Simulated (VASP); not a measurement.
# O (C2/m) in VASP: single point with PBE+D3(BJ)

Aim: the single point of O with PBE+D3(BJ).

Program: VASP 6.6.1. These are calculated values, not measurements. Logs are shortened: lines on timing, memory, paths and dates and some standing lists are left out, and cuts for length are marked.

### 1 The cell of the first run

Symmetry: C2/m, No. 12, monoclinic system. The conventional cell has a = 6.270 Å, b = 3.644 Å, c = 4.844 Å, α = 90.00°, β = 124.99°, γ = 90.00°. Within 1.6 Å of O (site symmetry m) lie 1 O at 1.22 Å.

### 2 Single point, PBE+D3(BJ), collinear spin, ferromagnetic start (22.67 Å³/atom)

Input file INCAR:

```
SYSTEM = O
ALGO = Normal
EDIFF = 1E-6
ENCUT = 520
GGA = PE
ISIF = 2
ISMEAR = 0
ISPIN = 2
IVDW = 12
LASPH = .True.
LCHARG = .False.
LORBIT = 11
LREAL = .False.
LWAVE = .False.
MAGMOM = 0.61 0.61
NBANDS = 17
NELM = 150
PREC = Accurate
SIGMA = 0.02
```

Input file KPOINTS:

```
k-points
0
Gamma
  10 10 8
  0 0 0
```

Input file POSCAR:

```
O
1.0
    3.1345473883     -1.8217908356     -0.0582258701
    3.1345473883      1.8217908356     -0.0582258701
   -2.7038017892      0.0000000000      4.0193401078
O
2
Direct
    0.0224149096      0.0224149096      0.1401137131
    0.9775850904      0.9775850904      0.8598862869
```

Potentials or basis: VASP PAW PBE potentials, release 64 (O).

On the command line:

```sh
$ cat potpaw_PBE.64/O/POTCAR > POTCAR
$ mpirun -np 1 vasp_std > vasp.out
```

OUTCAR:

```text
SYSTEM = O
   EDIFF = 1E-6
   ENCUT = 520
   GGA = PE
   ISIF = 2
   ISMEAR = 0
   ISPIN = 2
   IVDW = 12
   LASPH = .True.
   LORBIT = 11
   LREAL = .False.
   NELM = 150
   PREC = Accurate
 IVDW          = 12

 ion  position               nearest neighbor table
   1  0.022  0.022  0.140-   2 1.22
   2  0.978  0.978  0.860-   1 1.22

  LATTYP: Found a base centered monoclinic cell.
 ALAT       =     6.2701762595
 B/A-ratio  =     0.5810971686
 C/A-ratio  =     0.7725675158
 COS(beta)  =    -0.5734737386

  Lattice vectors:

 A1 = (   3.1345473883,  -1.8217908356,  -0.0582258701)
 A2 = (   3.1345473883,   1.8217908356,  -0.0582258701)
 A3 = (  -2.7038017892,   0.0000000000,   4.0193401078)

Analysis of symmetry for initial positions (statically):
=====================================================================
 Subroutine PRICEL returns:
 Original cell was already a primitive cell.

 Routine SETGRP: Setting up the symmetry group for a
 base centered monoclinic supercell.

 Subroutine GETGRP returns: Found  4 space group operations
 (whereof  4 operations were pure point group operations)
 out of a pool of  4 trial point group operations.

The static configuration has the point symmetry C_2h.

Analysis of symmetry for dynamics (positions and initial velocities):
=====================================================================
 Subroutine PRICEL returns:
 Original cell was already a primitive cell.

 Routine SETGRP: Setting up the symmetry group for a
 base centered monoclinic supercell.

 Subroutine GETGRP returns: Found  4 space group operations
 (whereof  4 operations were pure point group operations)
 out of a pool of  4 trial point group operations.

The dynamic configuration has the point symmetry C_2h.

Analysis of structural, dynamic, and magnetic symmetry:
=====================================================================
 Subroutine PRICEL returns:
 Original cell was already a primitive cell.

 Routine SETGRP: Setting up the symmetry group for a
 base centered monoclinic supercell.

 Subroutine GETGRP returns: Found  4 space group operations
 (whereof  4 operations were pure point group operations)
 out of a pool of  4 trial point group operations.

The overall configuration has the point symmetry C_2h.

 Subroutine INISYM returns: Found  4 space group operations
 (whereof  4 operations are pure point group operations),
 and found     1 'primitive' translations

----------------------------------------------------------------------------------------

                                     Primitive cell

  volume of cell :      45.3312

  direct lattice vectors                    reciprocal lattice vectors
     3.134547388 -1.821790836 -0.058225870     0.161531110 -0.274455217  0.108661644
     3.134547388  1.821790836 -0.058225870     0.161531110  0.274455217  0.108661644
    -2.703801789  0.000000000  4.019340108     0.004680017  0.000000000  0.251945297

  length of vectors
     3.625975652  3.625975652  4.844134496     0.336489701  0.336489701  0.251988760

  position of ions in fractional coordinates (direct lattice)
     0.022414910  0.022414910  0.140113713
     0.977585090  0.977585090  0.859886287

  ion indices of the primitive-cell ions
   primitive index   ion index
                 1           1
                 2           2

----------------------------------------------------------------------------------------

 KPOINTS: k-points

Automatic generation of k-mesh.
 Grid dimensions read from file:
 generate k-points for:   10   10    8

 Generating k-lattice:

  Cartesian coordinates                     Fractional coordinates (reciprocal lattice)
     0.016153111 -0.027445522  0.010866164     0.100000000  0.000000000  0.000000000
     0.016153111  0.027445522  0.010866164     0.000000000  0.100000000  0.000000000
     0.000585002  0.000000000  0.031493162     0.000000000  0.000000000  0.125000000

  Length of vectors
     0.033648970  0.033648970  0.031498595

  Shift w.r.t. Gamma in fractional coordinates (k-lattice)
     0.000000000  0.000000000  0.000000000

 Subroutine IBZKPT returns following result:
 ===========================================

 Found    227 irreducible k-points:

 Following reciprocal coordinates:
            Coordinates               Weight
  0.000000  0.000000  0.000000      1.000000
  0.100000  0.000000  0.000000      4.000000
  0.200000  0.000000  0.000000      4.000000
  0.300000  0.000000  0.000000      4.000000
  0.400000  0.000000  0.000000      4.000000
  0.500000  0.000000  0.000000      2.000000
[... 16 lines left out ...]
  0.300000  0.300000  0.000000      2.000000
  0.400000  0.300000  0.000000      4.000000
 [... further k-points ...]
   k-points           NKPTS =    227   k-points in BZ     NKDIM =    227   number of bands    NBANDS=     17
   number of dos      NEDOS =    301   number of ions     NIONS =      2
   total plane-waves  NPLWV =  28224
   dimension x,y,z NGX =    28 NGY =   28 NGZ =   36
   dimension x,y,z NGXF=    56 NGYF=   56 NGZF=   72
   ions per type =               2
   NGX,Y,Z   is equivalent  to a cutoff of  12.84, 12.84, 12.35 a.u.
   NGXF,Y,Z  is equivalent  to a cutoff of  25.68, 25.68, 24.71 a.u.
 SYSTEM =  O
   PREC   = accura    normal or accurate (medium, high low for compatibility)
   ISTART =      0    job   : 0-new  1-cont  2-samecut
   ICHARG =      2    charge: 1-file 2-atom 10-const
   ISPIN  =      2    spin polarized calculation?
   LNONCOLLINEAR =      F non collinear calculations
   LSORBIT =      F    spin-orbit coupling
   LASPH  =      T    aspherical Exc in radial PAW
   ENCUT  =  520.0 eV  38.22 Ry    6.18 a.u.   6.74  6.74  9.01*2*pi/ulx,y,z
   NELM   =    150;   NELMIN=  2; NELMDL= -5     # of ELM steps
   EDIFF  = 0.1E-05   stopping-criterion for ELM
   LREAL  =      F    real-space projection
   EDIFFG = 0.1E-04   stopping-criterion for IOM
   NSW    =      0    number of steps for IOM
   IBRION =     -1    ionic relax: 0-MD 1-quasi-New 2-CG
   NFREE  =      0    steps in history (QN), initial steepest desc. (CG)
   ISIF   =      2    stress and relaxation
   ISYM   =      2    0-nonsym 1-usesym 2-fastsym
   POTIM  = 0.5000    time-step for ionic-motion
   TEBEG  =    0.0;   TEEND  =   0.0 temperature during run
   PSTRESS=    0.0 pullay stress
   NELECT =      12.0000    total number of electrons
   NUPDOWN=      -1.0000    fix difference up-down
   EMIN   =  10.00;   EMAX   =-10.00  energy-range for DOS
   EFERMI =   0.00;   METHOD = LEGACY
   ISMEAR =     0;   SIGMA  =   0.02  broadening in eV -4-tet -1-fermi 0-gaus
   EFERMI_NEDOS =   21; number of points for ismear=-14 and -15
   IALGO  =     38    algorithm
   IMIX   =      4    mixing-type and parameters
     AMIX     =   0.40;   BMIX     =  1.00
     AMIX_MAG =   1.60;   BMIX_MAG =  1.00
  volume/ion in A,a.u.               =      22.67       152.95
  Fermi-wavevector in a.u.,A,eV,Ry     =   1.051162  1.986408 15.033635  1.104941
  Thomas-Fermi vector in A             =   2.186194
   LORBIT       =     11    0 simple, 1 ext, 2 COOP (PROOUT), +10 PAW based schemes
   GGA     = PE    functional components
   LHFCALC =     F    Hartree Fock is set to
   AEXX    =    0.0000 exact exchange contribution
   IVDW    =    12    specifies the selected vdW correction
   LEPSILON=     F    determine dielectric tensor
   LRPA    =     F    only Hartree local field effects (RPA)
 spin polarized calculation
 Gauss-broadening in eV      SIGMA  =   0.02
  energy-cutoff  :      520.00
  volume of cell :       45.33
 maximum number of plane-waves:      1236
   NGX = 13   NGY = 13   NGZ = 17

 number of electron      12.0000003 magnetization       1.9999928

 Free energy of the ion-electron system (eV)
  ---------------------------------------------------
  ext. energy  EPLUGINS =         0.00000000
  ---------------------------------------------------
  free energy    TOTEN  =        -9.89564409 eV

  energy without entropy =       -9.89564409  energy(sigma->0) =       -9.89564409

 E-fermi :  -3.3335     XC(G=0):  -6.3166

 val. band max:       -3.5158121871   @ k =   0.5000   0.5000  -0.0000
 cond. band min:      -1.7790254551   @ k =   0.5000   0.0000   0.5000
 fundamental gap:      1.7367867320
 Fermi energy:        -3.3335168165

 spin component 1

 k-point     1 :       0.0000    0.0000    0.0000
  band No.  band energies     occupation
      1     -29.7221      1.00000
      2     -17.3321      1.00000
      3     -10.5953      1.00000
      4     -10.0529      1.00000
      5     -10.0440      1.00000
      6      -3.8087      1.00000
[... 9 lines left out ...]
     16      17.5604      0.00000
     17      17.5957      0.00000

 k-point     2 :       0.1000    0.0000    0.0000
  band No.  band energies     occupation
      1     -29.7180      1.00000
      2     -17.3341      1.00000
      3     -10.5944      1.00000
      4     -10.0806      1.00000
      5     -10.0530      1.00000
      6      -3.7975      1.00000
[... 9 lines left out ...]
     16      17.7683      0.00000
     17      18.6755      0.00000

 k-point     3 :       0.2000    0.0000    0.0000
  band No.  band energies     occupation
      1     -29.7078      1.00000
      2     -17.3396      1.00000
      3     -10.5931      1.00000
      4     -10.1549      1.00000
      5     -10.0723      1.00000
      6      -3.7851      1.00000
[... 392 lines left out ...]
 k-point    23 :       0.3000    0.3000    0.0000
  band No.  band energies     occupation
      1     -29.6895      1.00000
      2     -17.4046      1.00000
      3     -10.5828      1.00000
      4     -10.1668      1.00000
      5     -10.1494      1.00000
      6      -3.7047      1.00000
[... 9 lines left out ...]
     16      18.2696      0.00000
     17      20.2317      0.00000

 k-point    24 :       0.4000    0.3000    0.0000
  band No.  band energies     occupation
      1     -29.6818      1.00000
      2     -17.4147      1.00000
      3     -10.5665      1.00000
      4     -10.2250      1.00000
      5     -10.1632      1.00000
      6      -3.6967      1.00000
[... 9 lines left out ...]
     16      18.5570      0.00000
     17      19.3122      0.00000

 [... further k-points ...]

 spin component 2

 k-point     1 :       0.0000    0.0000    0.0000
  band No.  band energies     occupation
      1     -28.5199      1.00000
      2     -15.5227      1.00000
      3      -9.7373      1.00000
      4      -8.1274      1.00000
      5      -8.1218      1.00000
      6      -1.5161      0.00000
[... 9 lines left out ...]
     16      17.7940      0.00000
     17      17.8803      0.00000

 k-point     2 :       0.1000    0.0000    0.0000
  band No.  band energies     occupation
      1     -28.5156      1.00000
      2     -15.5252      1.00000
      3      -9.7188      1.00000
      4      -8.1840      1.00000
      5      -8.1325      1.00000
      6      -1.5011      0.00000
[... 9 lines left out ...]
     16      18.0214      0.00000
     17      19.2401      0.00000

 k-point     3 :       0.2000    0.0000    0.0000
  band No.  band energies     occupation
      1     -28.5048      1.00000
      2     -15.5319      1.00000
      3      -9.6647      1.00000
      4      -8.3391      1.00000
      5      -8.1565      1.00000
      6      -1.4840      0.00000
[... 392 lines left out ...]
 k-point    23 :       0.3000    0.3000    0.0000
  band No.  band energies     occupation
      1     -28.4857      1.00000
      2     -15.6087      1.00000
      3      -9.5092      1.00000
      4      -8.4927      1.00000
      5      -8.2664      1.00000
      6      -1.3909      0.00000
[... 9 lines left out ...]
     16      18.7234      0.00000
     17      20.6939      0.00000

 k-point    24 :       0.4000    0.3000    0.0000
  band No.  band energies     occupation
      1     -28.4777      1.00000
      2     -15.6206      1.00000
      3      -9.4324      1.00000
      4      -8.5950      1.00000
      5      -8.3148      1.00000
      6      -1.3861      0.00000
[... 9 lines left out ...]
     16      18.9527      0.00000
     17      19.6933      0.00000

 [... further k-points ...]

------------------------ aborting loop because EDIFF is reached ----------------------------------------

 Edisp (eV)   -0.06463

 E8    (eV) :    -0.0147

  FORCE on cell =-STRESS in cart. coord.  units (eV):
  Direction    XX          YY          ZZ          XY          YZ          ZX
  --------------------------------------------------------------------------------------
  -------------------------------------------------------------------------------------
  Total       0.10736    -0.09684     1.04265     0.00000     0.00000    -0.49378
  in kB       3.79465    -3.42263    36.85133     0.00000     0.00000   -17.45204
  external pressure =       12.41 kB  Pullay stress =        0.00 kB

 VOLUME and BASIS-vectors are now :
 -----------------------------------------------------------------------------
  energy-cutoff  :      520.00
  volume of cell :       45.33
      direct lattice vectors                 reciprocal lattice vectors
     3.134547388 -1.821790836 -0.058225870     0.161531110 -0.274455217  0.108661644
     3.134547388  1.821790836 -0.058225870     0.161531110  0.274455217  0.108661644
    -2.703801789  0.000000000  4.019340108     0.004680017  0.000000000  0.251945297

 POSITION                                       TOTAL-FORCE (eV/Angst)
 -----------------------------------------------------------------------------------
     -0.23832      0.00000      0.56055        -0.447856      0.000000      1.051748
      3.80361      0.00000      3.34233         0.447856      0.000000     -1.051748
 -----------------------------------------------------------------------------------
    total drift:                                0.000000     -0.000000     -0.000000

  FREE ENERGIE OF THE ION-ELECTRON SYSTEM (eV)
  ---------------------------------------------------
  free  energy   TOTEN  =        -9.9602760715 eV

  energy  without entropy=       -9.9602760715  energy(sigma->0) =       -9.96027607

 total charge

# of ion       s       p       d       tot
------------------------------------------
    1        1.612   3.298   0.000   4.910
    2        1.612   3.298   0.000   4.910
--------------------------------------------------
tot          3.224   6.596   0.000   9.820

 magnetization (x)

# of ion       s       p       d       tot
------------------------------------------
    1        0.010   0.799   0.000   0.809
    2        0.010   0.799   0.000   0.809
--------------------------------------------------
tot          0.021   1.597   0.000   1.618
```

It took 3.4 min on 1 thread of AMD EPYC 7R13 (Zen 3), shared host; peak memory 0.31 GiB.

Results:

| Property | Result |
| --- | --- |
| Free energy | -9.9603 eV |
| Pressure | 1.2 GPa |
| Largest force | 1.143 eV/Å |
| Band gap on the k mesh | 1.74 eV (least direct gap 1.88 eV) |
| Net moment | 2.00 μB per cell |
| Site moments | O +0.81 μB |
| Valence electrons inside the program's atomic spheres | O 4.91 |
| Dispersion energy per atom | -0.032 eV |

Forces on the atoms (eV/Å):
```
O   -0.448  0.000  1.052
O    0.448  0.000 -1.052
```

Caveat: the standard files for N, O and F lose accuracy on very short bonds; forces of over 1 eV/Å act on the atoms, so gaps and moduli don't describe the material at rest.
